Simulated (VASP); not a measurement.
# Li5Mg11 in VASP: notebook, part 2 of 2

VASP 6.6.1. The steps go on from the part before.

## 3. Single point, PBE

This run uses another cell than the first one, of 21.79 Å³/atom.

File INCAR:

```
SYSTEM = Li5Mg11
PREC = Accurate
ENCUT = 520
EDIFF = 1E-6
ISMEAR = 0
SIGMA = 0.1
LREAL = Auto
LASPH = .TRUE.
NELM = 60
ALGO = Normal
ISIF = 2
LWAVE = .FALSE.
LCHARG = .FALSE.
GGA = PE
NBANDS = 32
ISYM = 0
```

File KPOINTS:

```
Automatic mesh
0
Gamma
  2 2 2
  0.5 0.5 0.5
```

File POSCAR:

```
Li5Mg11
1.0
    7.4044481394      0.2710295320      0.2207780365
    0.2809078725      7.4905236263     -0.1831417693
    0.2481182215     -0.1926928912      6.3068591227
Mg Li
11 5
Direct
    0.5649571698      0.7871922056      0.1134712423
    0.7250021200      0.4421591351     -0.1269994507
    0.9765053250      0.7040287333      0.6277835534
    0.0631456010      0.2837751879      0.6184747129
    0.2226847920      0.9492183266      0.3688013819
    0.3125203046      0.5347852244      0.8635803466
    0.0580654665      0.2823815984      0.1195316983
    0.9756399524      0.7037175028      0.1289506486
    0.5618969418      0.7921711826      0.6158621241
    0.3176545770      0.5316477205      0.3649111109
    0.4824711157      0.1940335519      1.1114213802
    0.8190303009      0.0365848588      0.8699227660
    0.2251290530      0.9480570829      0.8708018056
    0.4748036247      0.2010739524      0.6163543676
    0.8126094759      1.0393078820      0.3731088693
    0.7274096607      0.4513784459      0.3755117786
```

Potentials or basis: VASP PAW PBE potentials, release 64 (Mg, Li_sv).

On the command line:

```sh
$ cat potpaw_PBE.64/Mg/POTCAR potpaw_PBE.64/Li_sv/POTCAR > POTCAR
$ mpirun -np 1 vasp_std > vasp.out
```

OUTCAR:

```text
SYSTEM = Li5Mg11
   PREC = Accurate
   ENCUT = 520
   EDIFF = 1E-6
   ISMEAR = 0
   LREAL = Auto
   LASPH = .TRUE.
   NELM = 60
   ISIF = 2
   GGA = PE
   ISYM = 0

 ion  position               nearest neighbor table
   1  0.565  0.787  0.113-   2 3.05   5 3.05  11 3.07   8 3.07   9 3.15  10 3.16   9 3.17   6 3.19

   2  0.725  0.442  0.873-   4 3.01   1 3.05  11 3.06  12 3.07   6 3.09   3 3.19   7 3.20   8 3.24
                             9 3.35
   3  0.977  0.704  0.628-  12 2.97  10 3.09   9 3.10  13 3.11   5 3.13   8 3.15   8 3.16   4 3.17
                             2 3.19   6 3.21
   4  0.063  0.284  0.618-   5 3.01   2 3.01  14 3.07  12 3.11  15 3.13   7 3.15   6 3.15  10 3.16
                             7 3.16   3 3.17
   5  0.223  0.949  0.369-   4 3.01   1 3.05  15 3.06   8 3.10   3 3.13  10 3.16  11 3.18   9 3.23
                             7 3.23
   6  0.313  0.535  0.864-  14 3.01   8 3.06   2 3.09  13 3.12  10 3.15   4 3.15   9 3.17  10 3.17
                             1 3.19   7 3.19   3 3.21  11 3.28
   7  0.058  0.282  0.120-  16 3.00  13 3.02  12 3.09  15 3.10   4 3.15   4 3.16  11 3.16   8 3.17
                             6 3.19  10 3.20   2 3.20   5 3.23
   8  0.976  0.704  0.129-  15 3.01   6 3.06   1 3.07   5 3.10   3 3.15   3 3.16   7 3.17   2 3.24
                            10 3.25
   9  0.562  0.792  0.616-  13 3.00  16 3.04  14 3.09   3 3.10  15 3.11   1 3.15   6 3.17   1 3.17
                            10 3.19   5 3.23   2 3.35
  10  0.318  0.532  0.365-  11 3.05  16 3.06   3 3.09   6 3.15   5 3.16   1 3.16   4 3.16   6 3.17
                             9 3.19   7 3.20   8 3.25
  11  0.482  0.194  0.111-  12 2.97  10 3.05   2 3.06   1 3.07   7 3.16   5 3.18   6 3.28
  12  0.819  0.037  0.870-  11 2.97   3 2.97   2 3.07   7 3.09   4 3.11
  13  0.225  0.948  0.871-   9 3.00   7 3.02   3 3.11   6 3.12
  14  0.475  0.201  0.616-   6 3.01   4 3.07   9 3.09
  15  0.813  0.039  0.373-   8 3.01   5 3.06   7 3.10   9 3.11   4 3.13
  16  0.727  0.451  0.376-   7 3.00   9 3.04  10 3.06

IMPORTANT INFORMATION: All symmetrisations will be switched off!
NOSYMM: (Re-)initialisation of all symmetry stuff for point group C_1.

----------------------------------------------------------------------------------------

                                     Primitive cell

  volume of cell :     348.6225

  direct lattice vectors                    reciprocal lattice vectors
     7.404448139  0.271029532  0.220778036     0.135408325 -0.005212192 -0.005486348
     0.280907872  7.490523626 -0.183141769    -0.005025170  0.133795248  0.004285529
     0.248118222 -0.192692891  6.306859123    -0.004886030  0.004067672  0.158874030

  length of vectors
     7.412695340  7.498026029  6.314678550     0.135619621  0.133958152  0.159001184

  position of ions in fractional coordinates (direct lattice)
     0.564957170  0.787192206  0.113471242
     0.725002120  0.442159135  0.873000549
     0.976505325  0.704028733  0.627783553
     0.063145601  0.283775188  0.618474713
     0.222684792  0.949218327  0.368801382
     0.312520305  0.534785224  0.863580347
[... 8 lines left out ...]
     0.812609476  0.039307882  0.373108869
     0.727409661  0.451378446  0.375511779

  ion indices of the primitive-cell ions
   primitive index   ion index
                 1           1
                 2           2
                 3           3
                 4           4
                 5           5
                 6           6
[... 8 lines left out ...]
                15          15
                16          16

[... 32 lines left out ...]
   k-points           NKPTS =      4   k-points in BZ     NKDIM =      4   number of bands    NBANDS=     32
   number of dos      NEDOS =    301   number of ions     NIONS =     16
   total plane-waves  NPLWV = 150528
   dimension x,y,z NGX =    56 NGY =   56 NGZ =   48
   dimension x,y,z NGXF=   112 NGYF=  112 NGZF=   96
   ions per type =              11   5
   NGX,Y,Z   is equivalent  to a cutoff of  12.56, 12.42, 12.64 a.u.
   NGXF,Y,Z  is equivalent  to a cutoff of  25.12, 24.83, 25.27 a.u.
 SYSTEM =  Li5Mg11
   PREC   = accura    normal or accurate (medium, high low for compatibility)
   ISTART =      0    job   : 0-new  1-cont  2-samecut
   ICHARG =      2    charge: 1-file 2-atom 10-const
   ISPIN  =      1    spin polarized calculation?
   LNONCOLLINEAR =      F non collinear calculations
   LSORBIT =      F    spin-orbit coupling
   LASPH  =      T    aspherical Exc in radial PAW
   ENCUT  =  520.0 eV  38.22 Ry    6.18 a.u.  13.78 13.94 11.74*2*pi/ulx,y,z
   NELM   =     60;   NELMIN=  2; NELMDL= -5     # of ELM steps
   EDIFF  = 0.1E-05   stopping-criterion for ELM
   LREAL  =      T    real-space projection
   EDIFFG = 0.1E-04   stopping-criterion for IOM
   NSW    =      0    number of steps for IOM
   IBRION =     -1    ionic relax: 0-MD 1-quasi-New 2-CG
   NFREE  =      0    steps in history (QN), initial steepest desc. (CG)
   ISIF   =      2    stress and relaxation
   ISYM   =      0    0-nonsym 1-usesym 2-fastsym
   POTIM  = 0.5000    time-step for ionic-motion
   TEBEG  =    0.0;   TEEND  =   0.0 temperature during run
   PSTRESS=    0.0 pullay stress
   NELECT =      37.0000    total number of electrons
   NUPDOWN=      -1.0000    fix difference up-down
   EMIN   =  10.00;   EMAX   =-10.00  energy-range for DOS
   EFERMI =   0.00;   METHOD = LEGACY
   ISMEAR =     0;   SIGMA  =   0.10  broadening in eV -4-tet -1-fermi 0-gaus
   EFERMI_NEDOS =   21; number of points for ismear=-14 and -15
   IALGO  =     38    algorithm
   IMIX   =      4    mixing-type and parameters
     AMIX     =   0.40;   BMIX     =  1.00
     AMIX_MAG =   1.60;   BMIX_MAG =  1.00
  volume/ion in A,a.u.               =      21.79       147.04
  Fermi-wavevector in a.u.,A,eV,Ry     =   0.775099  1.464724  8.174078  0.600778
  Thomas-Fermi vector in A             =   1.877294
   LORBIT       =      0    0 simple, 1 ext, 2 COOP (PROOUT), +10 PAW based schemes
   GGA     = PE    functional components
   LHFCALC =     F    Hartree Fock is set to
   AEXX    =    0.0000 exact exchange contribution
   IVDW    =     0    specifies the selected vdW correction
   LEPSILON=     F    determine dielectric tensor
   LRPA    =     F    only Hartree local field effects (RPA)
 non-spin polarized calculation
 Gauss-broadening in eV      SIGMA  =   0.10
  energy-cutoff  :      520.00
  volume of cell :      348.62
 maximum number of plane-waves:      9398
   NGX = 27   NGY = 27   NGZ = 23

 number of electron      37.0000009 magnetization

 Free energy of the ion-electron system (eV)
  ---------------------------------------------------
  ext. energy  EPLUGINS =         0.00000000
  ---------------------------------------------------
  free energy    TOTEN  =       -26.46566940 eV

  energy without entropy =      -26.43610158  energy(sigma->0) =      -26.45088549

 E-fermi :   1.9869     XC(G=0):  -8.1361

 val. band max:        1.9597919400   @ k =  -0.2500   0.2500   0.2500
 cond. band min:       2.0218514232   @ k =  -0.2500  -0.2500   0.2500
 fundamental gap:      0.0620594832
 Fermi energy:         1.9868767658

 k-point     1 :       0.2500    0.2500    0.2500
  band No.  band energies     occupation
      1     -44.3889      2.00000
      2     -44.3811      2.00000
      3     -44.3089      2.00000
      4     -44.3081      2.00000
      5     -44.2801      2.00000
      6      -3.7456      2.00000
[... 121 lines left out ...]
     29       4.9517      0.00000
     30       5.0326      0.00000
 [bands above 30 left out]

------------------------ aborting loop because EDIFF is reached ----------------------------------------

  FORCE on cell =-STRESS in cart. coord.  units (eV):
  Direction    XX          YY          ZZ          XY          YZ          ZX
  --------------------------------------------------------------------------------------
  -------------------------------------------------------------------------------------
  Total       -0.1786836     -0.2776454     -0.1790507     -0.0178890     -0.0760636      0.0534302
  in kB       -0.8211827     -1.2759851     -0.8228698     -0.0822133     -0.3495684      0.2455512
  external PRESSURE =      -0.9733459 kB  Pullay stress =       0.0000000 kB

 VOLUME and BASIS-vectors are now :
 -----------------------------------------------------------------------------
  energy-cutoff  :      520.00
  volume of cell :      348.62
      direct lattice vectors                 reciprocal lattice vectors
     7.404448139  0.271029532  0.220778036     0.135408325 -0.005212192 -0.005486348
     0.280907872  7.490523626 -0.183141769    -0.005025170  0.133795248  0.004285529
     0.248118222 -0.192692891  6.306859123    -0.004886030  0.004067672  0.158874030

 POSITION                                       TOTAL-FORCE (eV/Angst)
 -----------------------------------------------------------------------------------
      4.43248      6.02774      0.69621         0.002832     -0.000759      0.003647
      5.70905      3.34028      5.58498         0.003698      0.008489     -0.002071
      7.58401      5.41724      4.04600         0.000506     -0.006754     -0.001532
      0.70073      2.02356      3.86260        -0.000673      0.003924      0.003500
      2.00701      7.09943      2.20130         0.005723     -0.000381     -0.000470
      2.67854      3.92412      5.41754         0.000798     -0.000826      0.003492
[... 8 lines left out ...]
      6.12054      0.44278      2.52535        -0.005354      0.000013      0.001188
      5.60603      3.50585      2.44623        -0.000943      0.000477      0.001051
 -----------------------------------------------------------------------------------
    total drift:                                0.002405     -0.002629      0.000919

  FREE ENERGIE OF THE ION-ELECTRON SYSTEM (eV)
  ---------------------------------------------------
  free  energy   TOTEN  =       -26.4656694043 eV

  energy  without entropy=      -26.4361015844  energy(sigma->0) =      -26.45088549
```

Wall time 2.5 min (1 thread of Intel Xeon 8259CL, shared host); peak memory 0.36 GiB.

Results:

```
Free energy            : -26.4657 eV
Largest force          : 0.009 eV/Å
Band gap on the k mesh : zero (an odd number of electrons rules out a gap without spin polarisation)
```

Forces on the atoms (eV/Å):
```
Mg   0.003 -0.001  0.004
Mg   0.004  0.008 -0.002
Mg   0.001 -0.007 -0.002
Mg  -0.001  0.004  0.004
Mg   0.006  0.000  0.000
Mg   0.001 -0.001  0.003
Mg   0.003  0.005  0.003
Mg  -0.002 -0.002 -0.005
Mg  -0.004 -0.006  0.000
Mg  -0.006  0.004  0.002
Mg  -0.005 -0.001 -0.002
Li   0.004  0.000  0.001
Li   0.000 -0.002 -0.003
Li   0.004 -0.002 -0.006
Li  -0.005  0.000  0.001
Li  -0.001  0.000  0.001
```

Levels at points of the mesh, in eV from the Fermi level:
```csv
k point,band 14,band 15,band 16,band 17,band 18,band 19,band 20,band 21,band 22,band 23
"(0.25, 0.25, 0.25)",-1.61,-1.29,-0.52,-0.43,-0.27,0.12,0.62,0.90,1.00,1.23
```

Caveat: the k points lie up to 0.50 Å⁻¹ apart, too coarse for converged energies and pressures of a metal; the cutoff is under 1.25 times the usual one of these potentials, so pressure, stress and relaxed cells hold a basis-set (Pulay) error.

## 4. Single point, PBE

File INCAR:

```
SYSTEM = Li5Mg11
ALGO = Normal
EDIFF = 1E-7
ENCUT = 520
GGA = PE
ISIF = 2
ISMEAR = -1
LASPH = .True.
LCHARG = .False.
LREAL = Auto
LWAVE = .False.
NBANDS = 32
NELM = 100
PREC = Accurate
SIGMA = 0.0974
```

File KPOINTS:

```
k-points
0
Gamma
  3 3 3
  0 0 0
```

File POSCAR:

```
Li5Mg11
1.0
    6.9874180000      0.1521120000      0.1432780000
    0.1521120000      7.2620990000     -0.0841100000
    0.1432780000     -0.0841100000      7.1109010000
Mg Li
11 5
Direct
    0.4978515769      0.8063831918      0.1914896083
    0.7366843113      0.3927164515      0.1558179858
    0.9478980906      0.6847023002      0.7688522471
    0.0436863818      0.2239120080      0.8434649690
    0.1246119768      0.9119068550      0.4932972841
    0.3534973223      0.5637982587      0.9261031773
    0.2844027540      0.1773191277      0.2002169042
    0.8929867335      0.7791108718      0.1287048924
    0.6963711751      0.8065847000      0.5435064405
    0.3272258437      0.5413290200      0.4445455210
    0.4106152281      0.1510562383      0.5399292227
    0.7425852887      0.0076478570      0.8755585578
    0.3574340636      0.9215826300      0.8379915551
    0.6890974642      0.3766007300      0.7224433963
    0.8272735144      0.0898599042      0.3479876632
    0.9122301665      0.4562858482      0.4764026300
```

On the command line:

```sh
$ cat potpaw_PBE.64/Mg/POTCAR potpaw_PBE.64/Li_sv/POTCAR > POTCAR
$ mpirun -np 1 vasp_std > vasp.out
```

Wall time 8.8 min (1 thread of Intel Xeon 8259CL, shared host); peak memory 0.42 GiB.

It converged, with:

* Free energy: -22.3360 eV
* Largest force: 1.600 eV/Å
* Band gap on the k mesh: zero (an odd number of electrons rules out a gap without spin polarisation)

Forces in eV/Å, atoms in the order of the input:
```
Mg  -0.244  0.488  0.190
Mg  -0.598  0.150 -0.534
Mg   1.143 -0.941  0.475
Mg   0.439  0.256 -0.210
Mg  -0.099 -0.399 -0.091
Mg  -0.361 -0.817 -0.163
Mg  -0.491  0.382 -1.184
Mg   1.156 -0.119  1.099
Mg  -1.165 -0.176 -0.541
Mg   0.202 -0.072  0.229
Mg   1.014  0.325  0.926
Li  -0.536  0.457  0.098
Li  -0.295  0.123  0.007
Li  -0.530 -0.012  0.157
Li  -0.286  0.428  0.001
Li   0.651 -0.074 -0.459
```

Levels at points of the mesh, in eV from the Fermi level:
```
           k point  band 16  band 17  band 18  band 19  band 20  band 21  band 22  band 23
(0.00, 0.00, 0.00)    -0.79    -0.62    -0.35    -0.31    -0.23    -0.15     0.18     0.34
```

Caveat: the cutoff is under 1.25 times the usual one of these potentials, so pressure, stress and relaxed cells hold a basis-set (Pulay) error; the atoms stand as in a frame of molecular dynamics.

## 5. Summary

| cell | k mesh | smearing | gap on the mesh (eV) | largest force (eV/Å) |
| --- | --- | --- | --- | --- |
| a = 6.991, b = 7.264, c = 7.113 Å, angles 91.3, 87.7, 87.6°, 16 atoms, atomic positions A | 1 × 1 × 1, shifted | fermi-dirac 0.05 eV | none | 0.87 |
| a = 7.413, b = 7.498, c = 6.315 Å, angles 93.1, 86.1, 85.8°, 16 atoms, atomic positions B | 2 × 2 × 2, shifted | gaussian 0.1 eV | none | 0.01 |
| a = 6.991, b = 7.264, c = 7.113 Å, angles 91.3, 87.7, 87.6°, 16 atoms, atomic positions C | 3 × 3 × 3 | fermi-dirac 0.0974 eV | none | 1.60 |

Alike in all rows: task single point; level PBE; potentials or basis VASP PAW PBE potentials, release 64 (Mg, Li_sv); no spin polarisation; cutoff (eV) 520.

Caveats: some runs use coarse meshes; the cutoff is under 1.25 times the usual one of these potentials, so pressure, stress and relaxed cells hold a basis-set (Pulay) error; the atoms stand as in a frame of molecular dynamics (at least some runs).

Absolute energies hang on the potentials; compare differences alone.

The gap in the log of VASP goes by the Fermi energy; the results here count the filled bands.